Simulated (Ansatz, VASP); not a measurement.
## Pb: VASP beside Ansatz

```xyz
1
Lattice="3.4936 0.0000 0.0000 1.7468 3.0256 0.0000 1.7468 1.0085 2.8525" Properties=species:S:1:pos:R:3 pbc="T T T"
Pb    0.0000    0.0000    0.0000
```

Alike in both runs: functional PBEsol; k mesh 8 × 8 × 8; occupations methfessel-paxton of order 1, width 0.1 eV; no spin polarisation.

Ansatz relaxed the structure, and its values are those at the end. VASP's run is a single point on that final structure, the one shown.

```csv
,VASP,Ansatz
version,VASP 6.6.1,Ansatz 0.2.0
potentials or method,"VASP PAW PBE potentials, release 64 (Pb_d)","plane waves, PAW"
plane-wave cutoff (eV),500,420
valence electrons in the cell,14,14
```

|  | VASP | Ansatz | Ansatz less VASP |
| --- | --- | --- | --- |
| pressure (GPa) | -0.1 | 0.0 | +0.10 |

VASP's potentials were made for PBE, not for PBEsol. The functional is the same, so the differences come from potentials, cutoffs and numerics.

Spin-orbit coupling is off throughout.
